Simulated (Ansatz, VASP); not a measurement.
# ScAl3As4: VASP beside Ansatz

```
CELL_PARAMETERS angstrom
4.00858 0.00000 0.00000
-2.00429 3.47154 0.00000
0.00000 0.00000 13.41199
ATOMIC_POSITIONS crystal
Sc 0.00000 0.00000 0.08572
Al 0.00000 0.00000 0.31813
Al 0.66667 0.33333 0.56521
Al 0.33333 0.66667 0.81230
As 0.66667 0.33333 0.23878
As 0.00000 0.00000 0.50102
As 0.66667 0.33333 0.74812
As 0.33333 0.66667 0.99373
```

Alike in both runs: functional PBE; k mesh 12 × 12 × 2; occupations gaussian, width 0.02 eV; no spin polarisation.

Ansatz relaxed the structure, and its values are those at the end. VASP's run is a single point on that final structure, the one shown.

|  | VASP | Ansatz |
| --- | --- | --- |
| version | VASP 6.6.1 | Ansatz 0.2.0 |
| potentials or method | VASP PAW PBE potentials, release 64 (Sc_sv, Al, As), cutoff 520 eV | scalar-relativistic, plane waves, PAW |
| valence electrons in the cell | 40 | 80 |

|  | VASP | Ansatz | Ansatz less VASP |
| --- | --- | --- | --- |
| gap on the k mesh at the Fermi level (eV) | 0.81 | 0.81 | +0.008 |
| least direct gap on the mesh (eV) | 0.93 | 0.93 | +0.002 |
| pressure (GPa) | 0.2 | 0.0 | -0.17 |
| rms of the force components (eV/Å) | 0.007 | 0.002 | -0.0052 |

VASP's potentials hold 40 valence electrons a cell and Ansatz's 80, so a difference there can come from the potentials and not from the codes.
